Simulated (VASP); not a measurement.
A run of VASP 6.6.1 is set up as follows.

Contents of INCAR:

```
  PREC = Accurate
  ENCUT = 520
  EDIFF = 1E-7
  ISMEAR = -1
  SIGMA = 0.05
  LREAL = F
  LASPH = T
  NELM = 80
  ALGO = Normal
  ISIF = 2
  LWAVE = F
  LCHARG = T
  GGA = PE
  LELF = T
  LVHAR = T
  NBANDS = 8
```

KPOINTS

```
Automatic mesh
0
Gamma
  12 12 12
```

Contents of POSCAR:

```
Sb
1.0
   -1.6115388221      1.6115388221      2.6572946524
    1.6115388221     -1.6115388221      2.6572946524
    1.6115388221      1.6115388221     -2.6572946524
Sb
1
Direct
    0.0000000000      0.0000000000      0.0000000000
```

Potentials or basis: VASP PAW PBE potentials, release 64 (Sb).

The run is started by

```bash
$ cat potpaw_PBE.64/Sb/POTCAR > POTCAR
$ mpirun -np 1 vasp_std > vasp.out
```

(1) Estimate the pressure.

(2) Predict the band gap on the k mesh.

## Answers

(1) -0.1 GPa.

(2) zero (an odd number of electrons rules out a gap without spin polarisation).

Caveat: spin-orbit coupling is left out, which moves the levels of the heavy elements.
